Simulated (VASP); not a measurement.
Here is a VASP 6.6.1 calculation.

Contents of INCAR:

```
PREC = Accurate
ENCUT = 600
EDIFF = 1E-6
ISMEAR = -1
SIGMA = 0.1
LREAL = False
LASPH = True
NELM = 200
ALGO = Normal
ISIF = 2
LWAVE = False
LCHARG = False
ISPIN = 2
MAGMOM = 0 0 -2.36 2.36 0
LORBIT = 11
LMAXMIX = 6
GGA = PE
NBANDS = 50
ISYM = 0
GGA_COMPAT = False
KPAR = 4
```

Contents of KPOINTS:

```
regular mesh
0
Gamma
  6 6 6
```

The input POSCAR:

```
YbCr2Ge2
1.0
    0.0000000000      3.9626535500      0.0000000000
    3.9626535500      0.0000000000      0.0000000000
    1.9813267700      1.9813267700     -5.3614220600
Ge Cr Yb
2 2 1
Direct
    0.3863000000      0.3863000000      0.2274000000
    0.6137000000      0.6137000000      0.7726000000
    0.7500000000      0.2500000000      0.5000000000
    0.2500000000      0.7500000000      0.5000000000
    0.0000000000      0.0000000000      0.0000000000
```

Potentials or basis: VASP PAW PBE potentials, release 64 (Ge_d, Cr_pv, Yb).

The run is started by

```console
$ cat potpaw_PBE.64/Ge_d/POTCAR potpaw_PBE.64/Cr_pv/POTCAR potpaw_PBE.64/Yb/POTCAR > POTCAR
$ mpirun -np 4 vasp_std > vasp.out
```

**Question.** Predict the band gap on the k mesh.

**Answer.** Zero (filled and empty bands overlap).

**Question.** What does it give for the net moment?

**Answer.** 0.00 μB per cell.

**Question.** Estimate the pressure.

**Answer.** 6.4 GPa.

**Question.** What does it give for the largest force?

**Answer.** 0.140 eV/Å.

Forces on the atoms (eV/Å):
```
Ge   0.000  0.000 -0.140
Ge   0.000  0.000  0.140
Cr   0.000  0.000  0.000
Cr   0.000  0.000  0.000
Yb   0.000  0.000  0.000
```

Caveat: the cell stands under pressure; spin-orbit coupling is left out, which moves the levels of the heavy elements. The state reached can hang on the start; a lower one may exist.
